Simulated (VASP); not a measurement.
# GaP2 in VASP: further runs

The runs below take GaP2 through relaxation of cell and atoms, single point, with PBE.

Everything below comes from runs of VASP 6.6.1. Logs are shortened: lines on timing, memory, paths and dates and some standing lists are left out, and cuts for length are marked.

### Step 1. The cell of the first run

Symmetry: Pnnm, No. 58, orthorhombic system. The conventional cell has a = 5.008 Å, b = 6.158 Å, c = 3.582 Å, α = 90.00°, β = 90.00°, γ = 90.00°. Within 3.4 Å of Ga (site symmetry 2/m) lie 6 P at 2.54 to 2.56 Å. P (site symmetry m) has 1 P at 2.11 Å and 3 Ga at 2.54 to 2.56 Å within 2.8 Å.

### Step 2. Relaxation of cell and atoms, PBE

INCAR

```
SYSTEM = GaP2
PREC = Accurate
ENCUT = 600
EDIFF = 1E-7
ISMEAR = 0
SIGMA = 0.1
LREAL = .False.
LASPH = .True.
NELM = 100
ALGO = Normal
ISIF = 3
LWAVE = .False.
LCHARG = .False.
GGA = PE
IBRION = 2
NSW = 100
EDIFFG = -0.01
```

KPOINTS

```
regular mesh
0
Gamma
  6 6 8
  0 0 0
```

POSCAR

```
GaP2
1.0
    5.0079868320      0.0000000000      0.0000000000
    0.0000000000      6.1580322978      0.0000000000
    0.0000000000      0.0000000000      3.5819021234
Ga P
2 4
Direct
    0.5000000000      0.5000000000      0.5000000000
    0.0000000000      0.0000000000      0.0000000000
    0.3356037746      0.8931010094      0.5000000000
    0.6643962254      0.1068989906      0.5000000000
    0.8356037746      0.6068989906      0.0000000000
    0.1643962254      0.3931010094      0.0000000000
```

Potentials or basis: VASP PAW PBE potentials, release 64 (Ga_d, P).

Launch:

```bash
$ cat potpaw_PBE.64/Ga_d/POTCAR potpaw_PBE.64/P/POTCAR > POTCAR
$ mpirun -np 1 vasp_std > vasp.out
```

OUTCAR:

```text
SYSTEM = GaP2
   PREC = Accurate
   ENCUT = 600
   EDIFF = 1E-7
   ISMEAR = 0
   LREAL = .False.
   LASPH = .True.
   NELM = 100
   ISIF = 3
   GGA = PE
   IBRION = 2
   NSW = 100
   EDIFFG = -0.01

 ion  position               nearest neighbor table
   1  0.500  0.500  0.500-   5 2.54   6 2.54   5 2.54   6 2.54   3 2.56   4 2.56
   2  0.000  0.000  0.000-   3 2.54   4 2.54   3 2.54   4 2.54   5 2.56   6 2.56
   3  0.336  0.893  0.500-   4 2.11   2 2.54   2 2.54   1 2.56
   4  0.664  0.107  0.500-   3 2.11   2 2.54   2 2.54   1 2.56
   5  0.836  0.607  0.000-   6 2.11   1 2.54   1 2.54   2 2.56
   6  0.164  0.393  0.000-   5 2.11   1 2.54   1 2.54   2 2.56

  LATTYP: Found a simple orthorhombic cell.
 ALAT       =     3.5819021234
 B/A-ratio  =     1.3981361465
 C/A-ratio  =     1.7192073054

  Lattice vectors:

 A1 = (   0.0000000000,   0.0000000000,   3.5819021234)
 A2 = (   5.0079868320,   0.0000000000,   0.0000000000)
 A3 = (   0.0000000000,   6.1580322978,   0.0000000000)

Analysis of symmetry for initial positions (statically):
=====================================================================
 Subroutine PRICEL returns:
 Original cell was already a primitive cell.

 Routine SETGRP: Setting up the symmetry group for a
 simple orthorhombic supercell.

 Subroutine GETGRP returns: Found  8 space group operations
 (whereof  4 operations were pure point group operations)
 out of a pool of  8 trial point group operations.

The static configuration has the point symmetry C_2h.
 The point group associated with its full space group is D_2h.

Analysis of symmetry for dynamics (positions and initial velocities):
=====================================================================
 Subroutine PRICEL returns:
 Original cell was already a primitive cell.

 Routine SETGRP: Setting up the symmetry group for a
 simple orthorhombic supercell.

 Subroutine GETGRP returns: Found  8 space group operations
 (whereof  4 operations were pure point group operations)
 out of a pool of  8 trial point group operations.

The dynamic configuration has the point symmetry C_2h.
 The point group associated with its full space group is D_2h.

 Subroutine INISYM returns: Found  8 space group operations
 (whereof  4 operations are pure point group operations),
 and found     1 'primitive' translations

----------------------------------------------------------------------------------------

                                     Primitive cell

  volume of cell :     110.4635

  direct lattice vectors                    reciprocal lattice vectors
     5.007986832  0.000000000  0.000000000     0.199681036  0.000000000  0.000000000
     0.000000000  6.158032298  0.000000000     0.000000000  0.162389535  0.000000000
     0.000000000  0.000000000  3.581902123     0.000000000  0.000000000  0.279181275

  length of vectors
     5.007986832  6.158032298  3.581902123     0.199681036  0.162389535  0.279181275

  position of ions in fractional coordinates (direct lattice)
     0.500000000  0.500000000  0.500000000
     0.000000000  0.000000000  0.000000000
     0.335603775  0.893101009  0.500000000
     0.664396225  0.106898991  0.500000000
     0.835603775  0.606898991  0.000000000
     0.164396225  0.393101009  0.000000000

  ion indices of the primitive-cell ions
   primitive index   ion index
                 1           1
                 2           2
                 3           3
                 4           4
                 5           5
                 6           6

----------------------------------------------------------------------------------------

 KPOINTS: regular mesh

Automatic generation of k-mesh.
 Grid dimensions read from file:
 generate k-points for:    6    6    8

 Generating k-lattice:

  Cartesian coordinates                     Fractional coordinates (reciprocal lattice)
     0.033280173  0.000000000  0.000000000     0.166666667  0.000000000  0.000000000
     0.000000000  0.027064922  0.000000000     0.000000000  0.166666667  0.000000000
     0.000000000  0.000000000  0.034897659     0.000000000  0.000000000  0.125000000

  Length of vectors
     0.033280173  0.027064922  0.034897659

  Shift w.r.t. Gamma in fractional coordinates (k-lattice)
     0.000000000  0.000000000  0.000000000

 Subroutine IBZKPT returns following result:
 ===========================================

 Found     80 irreducible k-points:

 Following reciprocal coordinates:
            Coordinates               Weight
  0.000000  0.000000  0.000000      1.000000
  0.166667  0.000000  0.000000      2.000000
  0.333333  0.000000  0.000000      2.000000
  0.500000  0.000000  0.000000      1.000000
  0.000000  0.166667  0.000000      2.000000
  0.166667  0.166667  0.000000      4.000000
[... 16 lines left out ...]
  0.333333  0.166667  0.125000      8.000000
  0.500000  0.166667  0.125000      4.000000
 [... further k-points ...]
   k-points           NKPTS =     80   k-points in BZ     NKDIM =     80   number of bands    NBANDS=     27
   number of dos      NEDOS =    301   number of ions     NIONS =      6
   total plane-waves  NPLWV =  60000
   dimension x,y,z NGX =    40 NGY =   50 NGZ =   30
   dimension x,y,z NGXF=    80 NGYF=  100 NGZF=   60
   ions per type =               2   4
   NGX,Y,Z   is equivalent  to a cutoff of  13.28, 13.50, 13.92 a.u.
   NGXF,Y,Z  is equivalent  to a cutoff of  26.56, 27.00, 27.85 a.u.
 SYSTEM =  GaP2
   PREC   = accura    normal or accurate (medium, high low for compatibility)
   ISTART =      0    job   : 0-new  1-cont  2-samecut
   ICHARG =      2    charge: 1-file 2-atom 10-const
   ISPIN  =      1    spin polarized calculation?
   LNONCOLLINEAR =      F non collinear calculations
   LSORBIT =      F    spin-orbit coupling
   LASPH  =      T    aspherical Exc in radial PAW
   ENCUT  =  600.0 eV  44.10 Ry    6.64 a.u.  10.00 12.30  7.15*2*pi/ulx,y,z
   NELM   =    100;   NELMIN=  2; NELMDL= -5     # of ELM steps
   EDIFF  = 0.1E-06   stopping-criterion for ELM
   LREAL  =      F    real-space projection
   EDIFFG = -.1E-01   stopping-criterion for IOM
   NSW    =    100    number of steps for IOM
   IBRION =      2    ionic relax: 0-MD 1-quasi-New 2-CG
   NFREE  =      1    steps in history (QN), initial steepest desc. (CG)
   ISIF   =      3    stress and relaxation
   ISYM   =      2    0-nonsym 1-usesym 2-fastsym
   POTIM  = 0.5000    time-step for ionic-motion
   TEBEG  =    0.0;   TEEND  =   0.0 temperature during run
   PSTRESS=    0.0 pullay stress
   NELECT =      46.0000    total number of electrons
   NUPDOWN=      -1.0000    fix difference up-down
   EMIN   =  10.00;   EMAX   =-10.00  energy-range for DOS
   EFERMI =   0.00;   METHOD = LEGACY
   ISMEAR =     0;   SIGMA  =   0.10  broadening in eV -4-tet -1-fermi 0-gaus
   EFERMI_NEDOS =   21; number of points for ismear=-14 and -15
   IALGO  =     38    algorithm
   IMIX   =      4    mixing-type and parameters
     AMIX     =   0.40;   BMIX     =  1.00
     AMIX_MAG =   1.60;   BMIX_MAG =  1.00
  volume/ion in A,a.u.               =      18.41       124.24
  Fermi-wavevector in a.u.,A,eV,Ry     =   1.222516  2.310220 20.334518  1.494545
  Thomas-Fermi vector in A             =   2.357660
   LORBIT       =      0    0 simple, 1 ext, 2 COOP (PROOUT), +10 PAW based schemes
   GGA     = PE    functional components
   LHFCALC =     F    Hartree Fock is set to
   AEXX    =    0.0000 exact exchange contribution
   IVDW    =     0    specifies the selected vdW correction
   LEPSILON=     F    determine dielectric tensor
   LRPA    =     F    only Hartree local field effects (RPA)
 conjugate gradient relaxation of ions
 non-spin polarized calculation
 Gauss-broadening in eV      SIGMA  =   0.10
  energy-cutoff  :      600.00
  volume of cell :      110.46
 maximum number of plane-waves:      3709
   NGX = 21   NGY = 25   NGZ = 15

--------------------------------------- Ionic step        1  -------------------------------------------

 number of electron      46.0000000 magnetization

 Free energy of the ion-electron system (eV)
  ---------------------------------------------------
  ext. energy  EPLUGINS =         0.00000000
  ---------------------------------------------------
  free energy    TOTEN  =       -27.51379091 eV

  energy without entropy =      -27.50877966  energy(sigma->0) =      -27.51128529

------------------------ aborting loop because EDIFF is reached ----------------------------------------

  FORCE on cell =-STRESS in cart. coord.  units (eV):
  Direction    XX          YY          ZZ          XY          YZ          ZX
  --------------------------------------------------------------------------------------
  -------------------------------------------------------------------------------------
  Total       -0.7586657     -0.6328242      0.7041628     -0.0000000      0.0000000      0.0000000
  in kB      -11.0037865     -9.1785657     10.2132700     -0.0000000      0.0000000      0.0000000
  external PRESSURE =      -3.3230274 kB  Pullay stress =       0.0000000 kB
[... 101 lines left out ...]
  FREE ENERGIE OF THE ION-ELECTRON SYSTEM (eV)
  ---------------------------------------------------
  free  energy   TOTEN  =       -27.5191792245 eV

  energy  without entropy=      -27.5135156814  energy(sigma->0) =      -27.51634745

[... ionic steps 4 to 8 ...]

--------------------------------------- Ionic step        9  -------------------------------------------

 number of electron      45.9999982 magnetization

------------------------ aborting loop because EDIFF is reached ----------------------------------------

  FORCE on cell =-STRESS in cart. coord.  units (eV):
  Direction    XX          YY          ZZ          XY          YZ          ZX
  --------------------------------------------------------------------------------------
  -------------------------------------------------------------------------------------
  Total       -0.0759423     -0.0207051      0.0084290     -0.0000000      0.0000000      0.0000000
  in kB       -1.0998753     -0.2998723      0.1220780     -0.0000000      0.0000000      0.0000000
  external PRESSURE =      -0.4258899 kB  Pullay stress =       0.0000000 kB
[... 65 lines left out ...]
  energy  without entropy=      -27.5148991610  energy(sigma->0) =      -27.51896680

--------------------------------------- Ionic step       11  -------------------------------------------

 number of electron      45.9999982 magnetization

 Free energy of the ion-electron system (eV)
  ---------------------------------------------------
  ext. energy  EPLUGINS =         0.00000000
  ---------------------------------------------------
  free energy    TOTEN  =       -27.52307313 eV

  energy without entropy =      -27.51501134  energy(sigma->0) =      -27.51904224

 E-fermi :   5.8279     XC(G=0): -10.3693

 val. band max:        5.8216453346   @ k =   0.3333   0.1667   0.5000
 cond. band min:       5.8486079725   @ k =   0.3333   0.3333   0.1250
 fundamental gap:      0.0269626378
 Fermi energy:         5.8278925278

 k-point     1 :       0.0000    0.0000    0.0000
  band No.  band energies     occupation
      1      -9.0018      2.00000
      2      -8.8944      2.00000
      3      -8.8650      2.00000
      4      -8.8609      2.00000
      5      -8.8307      2.00000
      6      -8.8098      2.00000
[... 709 lines left out ...]
     26       8.7248      0.00000
     27       9.4433      0.00000

 [... further k-points ...]

------------------------ aborting loop because EDIFF is reached ----------------------------------------

  FORCE on cell =-STRESS in cart. coord.  units (eV):
  Direction    XX          YY          ZZ          XY          YZ          ZX
  --------------------------------------------------------------------------------------
  -------------------------------------------------------------------------------------
  Total       -0.0070960      0.0122469      0.0159587     -0.0000000      0.0000000      0.0000000
  in kB       -0.1027917      0.1774084      0.2311765     -0.0000000      0.0000000      0.0000000
  external PRESSURE =       0.1019311 kB  Pullay stress =       0.0000000 kB
[... 21 lines left out ...]
  FREE ENERGIE OF THE ION-ELECTRON SYSTEM (eV)
  ---------------------------------------------------
  free  energy   TOTEN  =       -27.5230731340 eV

  energy  without entropy=      -27.5150113401  energy(sigma->0) =      -27.51904224

 reached required accuracy - stopping structural energy minimisation
```

It took 26 min on 1 thread of Intel Xeon Platinum 8488C (Sapphire Rapids), shared host; peak memory 0.41 GiB.

What came out:

* Free energy: -27.5231 eV
* Relaxed volume: 18.43 Å³/atom
* Relaxed cell: a = 4.965 Å, b = 6.123 Å, c = 3.638 Å, α = 90.00°, β = 90.00°, γ = 90.00°
* Space group after relaxing (to 0.1 Å): Pnnm (No. 58)
* Energy gained by relaxing: 1.5 meV/atom
* Ionic steps: 11
* Pressure after relaxing: 0.0 GPa
* Largest force after relaxing: 0.004 eV/Å
* Band gap on the k mesh: zero (bands 23 and 24 overlap by 3.61 eV)

Forces on the atoms (eV/Å):
```
Ga   0.000  0.000  0.000
Ga   0.000  0.000  0.000
P   -0.003 -0.003  0.000
P    0.003  0.003  0.000
P   -0.003  0.003  0.000
P    0.003 -0.003  0.000
```

Step by step:
| step | energy change (eV) | largest force (eV/Å) | pressure (GPa) | volume (Å³) |
| --- | --- | --- | --- | --- |
| 1 | 0.0000 | 0.1377 | -0.33 | 110.46 |
| 2 | -0.0043 | 0.1928 | 0.65 | 109.85 |
| 3 | -0.0054 | 0.0890 | 0.34 | 110.04 |
| 4 | -0.0079 | 0.0518 | 0.03 | 110.48 |
| 5 | -0.0082 | 0.0502 | -0.15 | 110.73 |
| 6 | -0.0088 | 0.0355 | -0.03 | 110.56 |
| 7 | -0.0090 | 0.0265 | 0.09 | 110.41 |
| 8 | -0.0092 | 0.0163 | -0.01 | 110.56 |
| 9 | -0.0092 | 0.0162 | -0.04 | 110.62 |
| 10 | -0.0092 | 0.0250 | 0.07 | 110.58 |
| 11 | -0.0093 | 0.0041 | 0.01 | 110.60 |

Final structure:
```yaml
crystal:
  lattice:
    - [4.96474, 0.00000, 0.00000]
    - [0.00000, 6.12305, 0.00000]
    - [0.00000, 0.00000, 3.63831]
  atoms:
    - { symbol: Ga, position: [0.50000, 0.50000, 0.50000] }
    - { symbol: Ga, position: [0.00000, 0.00000, 0.00000] }
    - { symbol: P, position: [0.33468, 0.89333, 0.50000] }
    - { symbol: P, position: [0.66532, 0.10667, 0.50000] }
    - { symbol: P, position: [0.83468, 0.60667, 0.00000] }
    - { symbol: P, position: [0.16532, 0.39333, 0.00000] }
```

### Step 3. Single point, PBE

This run uses another cell than the first one: it holds 12 atoms, not 6.

INCAR

```
SYSTEM = GaP2
ALGO = Normal ; EDIFF = 1E-6
ENCUT = 520 ; GGA = PE
ISIF = 2 ; ISMEAR = 0
LASPH = .True. ; LCHARG = .False.
LREAL = .False. ; LWAVE = .False.
NBANDS = 58 ; NELM = 60
PREC = Accurate ; SIGMA = 0.2
```

KPOINTS

```
k-points
0
Gamma
  4 4 4
  0 0 0
```

POSCAR

```
GaP2
1.0
    4.9483200200     -0.0001072038     -0.0002158011
   -0.0001184007      6.1114540899     -0.0008171983
   -0.0007570846     -0.0010733429      7.3202487025
Ga P
4 8
Direct
    0.4993417341      0.0001907198      0.2499123196
    0.5003972688     -0.0001556420      0.7499490398
    0.0006634455      0.5003220986      0.0000823485
   -0.0004049756      0.4998571154      0.5001224250
    0.1670278089      0.1063499420     -0.0002512922
    0.1672171960      0.1061698503      0.5001407278
    0.8325320710      0.8938469994      0.0001232202
    0.8325979439      0.8937155563      0.4997732872
    0.6674262211      0.3937306498      0.2498150927
    0.6673982979      0.3936176817      0.7501881732
    0.3328966566      0.6062070096      0.2502407360
    0.3329063317      0.6061480191      0.7499039221
```

Potentials or basis: VASP PAW PBE potentials, release 64 (Ga_d, P).

Launch:

```bash
$ cat potpaw_PBE.64/Ga_d/POTCAR potpaw_PBE.64/P/POTCAR > POTCAR
$ mpirun -np 1 vasp_std > vasp.out
```

It took 16 min on 1 thread of Intel Xeon 8259CL, shared host; peak memory 0.5 GiB.

Results (log left out):

- Free energy: -55.1141 eV
- Pressure: 0.1 GPa
- Largest force: 0.069 eV/Å
- Band gap on the k mesh: zero (bands 46 and 47 overlap by 1.41 eV)

Forces on the atoms (eV/Å):
```
Ga   0.003 -0.001  0.001
Ga  -0.004 -0.001  0.000
Ga  -0.005 -0.001 -0.002
Ga   0.004  0.000 -0.002
P   -0.043 -0.045  0.004
P   -0.051 -0.042 -0.002
P    0.052  0.039 -0.003
P    0.053  0.043  0.002
P   -0.052  0.043  0.003
P   -0.051  0.047 -0.001
P    0.047 -0.042 -0.001
P    0.047 -0.041  0.001
```

Stress tensor (GPa, compression positive):
```
-0.04  0.00  0.00
 0.00 -0.05  0.01
 0.00  0.01  0.26
```

Levels at points of the mesh, in eV from the Fermi level:
| k point | band 42 | band 43 | band 44 | band 45 | band 46 | band 47 | band 48 | band 49 | band 50 | band 51 |
| --- | --- | --- | --- | --- | --- | --- | --- | --- | --- | --- |
| (0.00, 0.00, 0.00) | -1.57 | -1.34 | -1.34 | -0.88 | 0.69 | 1.41 | 1.53 | 1.53 | 1.77 | 2.41 |
| (0.50, 0.00, 0.00) | -1.41 | -0.42 | -0.42 | 0.40 | 0.40 | 0.92 | 0.92 | 2.53 | 2.53 | 3.16 |
| (0.00, 0.50, 0.00) | -2.03 | -1.70 | -1.70 | -1.39 | -1.39 | 0.35 | 0.35 | 1.81 | 1.81 | 1.91 |
| (0.50, 0.50, 0.00) | -1.19 | -1.03 | -1.03 | -0.28 | -0.28 | -0.17 | -0.17 | 1.55 | 1.55 | 1.91 |
| (0.00, 0.00, 0.50) | -2.06 | -0.79 | -0.79 | -0.22 | -0.22 | -0.02 | -0.02 | 1.58 | 1.58 | 2.90 |
| (0.50, 0.00, 0.50) | -1.98 | -1.98 | -1.98 | 0.60 | 0.60 | 0.60 | 0.60 | 3.73 | 3.74 | 3.74 |
| (0.00, 0.50, 0.50) | -1.27 | -1.26 | -1.26 | -0.58 | -0.58 | -0.57 | -0.57 | 1.88 | 1.89 | 1.89 |
| (0.50, 0.50, 0.50) | -1.54 | -1.54 | -1.54 | -0.38 | -0.38 | -0.38 | -0.38 | 2.86 | 2.86 | 2.86 |

The gap in the log of VASP goes by the Fermi energy; the results here count the filled bands.